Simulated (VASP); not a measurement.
The system is Si.

```
Si
1.0
     0.00000    2.69678    2.69678
     2.69678    0.00000    2.69678
     2.69678    2.69678    0.00000
Si
2
Direct
  0.00000 0.00000 0.00000
  0.25000 0.25000 0.25000
```

Base run:

| Property | Result |
| --- | --- |
| Program | VASP 6.6.1 |
| Functional | PBE |
| Potentials or basis | VASP PAW PBE potentials, release 64 (Si) |
| Cutoff | 520 eV |
| k mesh | 8 × 8 × 8 |
| Occupations | gaussian, width 0.01 eV |
| Spin | no spin polarisation |

Its results: band gap on the k mesh 0.58 eV, indirect (least direct gap 2.57 eV); pressure 4.0 GPa.

Task: The run is repeated on the same cell with these changes: functional from PBE to LDA; potentials or basis from VASP PAW PBE potentials, release 64 (Si) to VASP PAW LDA potentials, release 64 (Si). What comes out?

Result: Band gap on the k mesh 0.48 eV, indirect (least direct gap 2.53 eV); pressure 0.5 GPa.

A k mesh can miss the band edges.
